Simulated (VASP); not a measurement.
Wanted: the native input for a VASP 6.6.1 run.

- Task: single point
- Functional: PBE
- Potentials or basis: VASP PAW PBE potentials, release 64 (Ga_d, O)
- Cutoff: 520 eV
- k mesh: 7 × 7 × 7
- Occupations: fermi-dirac, width 0.01 eV
- Spin: no spin polarisation
- Dipole correction: no
- Further INCAR settings: ALGO = Normal; EDIFF = 1e-06; NBANDS = 55

The structure of Ga2O3 lies in POSCAR:

```
Ga2O3
1.0
    2.4986991939      1.4426246522      4.4835497685
   -2.4986991939      1.4426246522      4.4835497685
    0.0000000000     -2.8852493044      4.4835497685
Ga O
4 6
Direct
    0.8558737231      0.8558737231      0.8558737231
    0.6441262769      0.6441262769      0.6441262769
    0.1441262769      0.1441262769      0.1441262769
    0.3558737231      0.3558737231      0.3558737231
    0.7500000000      0.4468767341      0.0531232659
    0.4468767341      0.0531232659      0.7500000000
    0.0531232659      0.7500000000      0.4468767341
    0.2500000000      0.5531232659      0.9468767341
    0.9468767341      0.2500000000      0.5531232659
    0.5531232659      0.9468767341      0.2500000000
```

These files were run (other wordings do the same):

INCAR

```
SYSTEM = Ga2O3
PREC     = Accurate       ! precision mode
ENCUT    = 520            ! plane-wave cutoff, eV
EDIFF    = 1E-6           ! SCF threshold, eV
ISMEAR   = -1             ! smearing method
SIGMA    = 0.01           ! smearing width, eV
LREAL    = .FALSE.        ! projectors in reciprocal space
LASPH    = .TRUE.         ! aspherical terms in the spheres
NELM     = 60             ! most SCF steps
ALGO     = Normal         ! electronic algorithm
ISIF     = 2              ! what is computed and relaxed
LWAVE    = .FALSE.        ! write WAVECAR
LCHARG   = .FALSE.        ! write CHGCAR
GGA      = PE             ! functional
NBANDS   = 55             ! bands
```

KPOINTS

```
Automatic mesh
0
G
  7 7 7
  0 0 0
```

Potentials or basis: VASP PAW PBE potentials, release 64 (Ga_d, O).

Launch:

```console
$ cat potpaw_PBE.64/Ga_d/POTCAR potpaw_PBE.64/O/POTCAR > POTCAR
$ mpirun -np 1 vasp_std > vasp.out
```

It gave:

```yaml
Pressure: 9.0 GPa
Largest_force: 0.018 eV/Å
Band_gap_on_the_k_mesh: 2.78 eV, indirect (least direct gap 3.03 eV)
```

Run time: 8.8 min on 1 thread of Oxide Virtual Turin-like Processor (shared host), peak memory 0.3 GiB.
